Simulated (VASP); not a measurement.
Set up this calculation in VASP 6.6.1, as the native input.

| Quantity | Value |
| --- | --- |
| Task | single point |
| Functional | PBE |
| Potentials or basis | VASP PAW PBE potentials, release 64 (Pt) |
| Cutoff | 520 eV |
| k mesh | 16 × 16 × 16 |
| Occupations | fermi-dirac, width 0.05 eV |
| Spin | no spin polarisation |
| Dipole correction | no |
| Further INCAR settings | ALGO = Normal; EDIFF = 1e-06; NBANDS = 11 |

The structure of Pt lies in POSCAR:

```
Pt
1.0
    0.0000000000      1.8426923323      1.8426923323
    1.8426923323      0.0000000000      1.8426923323
    1.8426923323      1.8426923323      0.0000000000
Pt
1
Direct
    0.0000000000      0.0000000000      0.0000000000
```

This cell differs from its parent crystal: volume scaled by 0.8, core large.

The input as run:

INCAR

```
PREC = Accurate
ENCUT = 520
EDIFF = 1E-6
ISMEAR = -1
SIGMA = 0.05
LREAL = F
LASPH = T
NELM = 60
ALGO = Normal
ISIF = 2
LWAVE = F
LCHARG = T
GGA = PE
LELF = T
LVHAR = T
NBANDS = 11
```

KPOINTS

```
Automatic mesh
0
Gamma
  16 16 16
```

Potentials or basis: VASP PAW PBE potentials, release 64 (Pt).

Command:

```bash
$ cat potpaw_PBE.64/Pt/POTCAR > POTCAR
$ mpirun -np 1 vasp_std > vasp.out
```

It gave:

The pressure is 100.2 GPa and the band gap on the k mesh is zero (band 5 reaches 15.99 eV, above the bottom of band 6 at 12.90 eV).

Caveat: spin-orbit coupling is left out, which moves the levels of the heavy elements.

Wall time 16 s on 1 thread of Intel(R) Xeon(R) Platinum 8259CL CPU @ 2.50GHz (Skylake/Cascade Lake), with other jobs on the host, peak memory 0.14 GiB.
